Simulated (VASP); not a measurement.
Runs of VASP 6.6.1 on SnO. The structure is that of space group Pm-3m (No. 221), or close to it. The cells are those of the table. 

```csv
level,cell,cutoff (eV),gap on the mesh (eV),pressure (GPa)
PBE,"a = 3.112 Å, angles 89.7°, 2 atoms",600,none,2.0
r2SCAN,"a = 3.112 Å, angles 89.7°, 2 atoms",660,none,-0.8
r2SCAN,"a = 3.071, b = 3.071, c = 3.129 Å, 2 atoms",660,none,1.5
PBE,"a = 3.071, b = 3.071, c = 3.129 Å, 2 atoms",600,none,(a)
```

Alike in all rows: task single point; potentials or basis VASP PAW PBE potentials, release 64 (Sn_d, O); no spin polarisation; k mesh 8 × 8 × 8; smearing fermi-dirac 0.02 eV.

Question: Estimate the missing entries.

Answer: (a) 4.3.

Caveats: semilocal functionals underestimate gaps, so a narrow gap can read as zero; spin-orbit coupling is left out, which moves the levels of the heavy elements; the PAW data sets were made with another functional, which shifts forces and pressure a little (at least some runs); the cell stands under pressure (at least some runs).

A k mesh can miss the band edges, and the runs leave out spin-orbit coupling on Sn.

A gap of «none» marks levels without a gap at the run's occupations.
